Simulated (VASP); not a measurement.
Fe:

```
Fe
1.0
     0.00000    1.94174    1.96511
     1.49844    0.00000    1.96511
     1.49844    1.94174    0.00000
Fe
1
Direct
  0.00000 0.00000 0.00000
```

Base run:

- Program: VASP 6.6.1
- Functional: RPBE
- Potentials or basis: VASP PAW PBE potentials, release 64 (Fe)
- Cutoff: 520 eV
- k mesh: 13 × 13 × 13
- Occupations: fermi-dirac, width 0.05 eV
- Spin: collinear spin, ferromagnetic start
- Starting moments: [3.0] μB

Its results: pressure 5.3 GPa; net moment 2.24 μB per cell; site moments Fe +2.24 μB.

Task: The run is repeated on the same cell with these changes: functional from RPBE to PBE-based screened hybrid with 25 % exact exchange; k mesh from 13 × 13 × 13 to 7 × 7 × 7. What comes out?

Result: Pressure 16.7 GPa; net moment 2.87 μB per cell; site moments Fe +2.90 μB.

Several settings changed at once.

Caveats: some runs use coarse meshes; the PAW data sets were made with another functional, which shifts forces and pressure a little; the stress differs along the axes, from 0 to 8 GPa (at least some runs).
